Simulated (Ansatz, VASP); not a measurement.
One calculation of MgGaP, two programs

```
Ga Mg P
1.0
     3.44787    5.97189    0.00000
    -3.44787    5.97189    0.00000
     0.00000    0.00000    4.16658
Ga Mg P
3 3 3
Direct
  0.00000 0.00000 0.00000
  0.33333 0.33333 0.50000
  0.66667 0.66667 0.50000
  0.74248 0.25752 0.50000
  0.25752 0.00000 0.50000
  0.00000 0.74248 0.50000
  0.34362 0.65638 0.00000
  0.65638 0.00000 0.00000
  0.00000 0.34362 0.00000
```

Alike in both runs: functional PBE; k mesh 6 × 6 × 8; occupations fermi-dirac, width 0.0258 eV; no spin polarisation.

Ansatz relaxed the structure, and its values are those at the end. VASP's run is a single point on that final structure, the one shown.

|  | VASP | Ansatz |
| --- | --- | --- |
| version | VASP 6.6.1 | Ansatz 0.2.0 |
| potentials or method | VASP PAW PBE potentials, release 64 (Ga_d, Mg, P), cutoff 520 eV | PAW plane waves |
| valence electrons in the cell | 60 | 84 |

```csv
,VASP,Ansatz,Ansatz less VASP
pressure (GPa),2.3,2.4,+0.10
rms of the force components (eV/Å),0.005,0.001,-0.0047
```

VASP's potentials hold 60 valence electrons a cell and Ansatz's 84, so a difference there can come from the potentials and not from the codes. Ansatz's warnings: stress scf threshold loose, structure snapped to symmetry.
